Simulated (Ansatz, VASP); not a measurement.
Sb in VASP and in Ansatz

```
Sb
1.0
    -1.57284    1.57284    1.57284
     1.57284   -1.57284    1.57284
     1.57284    1.57284   -1.57284
Sb
1
Direct
  0.00000 0.00000 0.00000
```

Alike in both runs: task single point; functional PBEsol; k mesh 16 × 16 × 16; occupations fermi-dirac, width 0.05 eV; collinear spin.

|  | VASP | Ansatz |
| --- | --- | --- |
| version | VASP 6.6.1 | Ansatz 0.2.0 |
| potentials or method | VASP PAW PBE potentials, release 64 (Sb), cutoff 500 eV | all-electron PAW with datasets made for the crystal, scalar-relativistic |

|  | VASP | Ansatz | Ansatz less VASP |
| --- | --- | --- | --- |
| gap on the k mesh at the Fermi level (eV) | none | none | - |
| net moment per atom (μB) | 0.00 | 0.00 | 0.000 |

VASP's potentials were made for PBE, not for PBEsol. A gap of «none» marks a metal or a gap that the smearing closes. Ansatz ran all-electron here, and VASP with PAW potentials. Ansatz's warnings: no starting moments, stability check not made.

Spin-orbit coupling is off throughout.
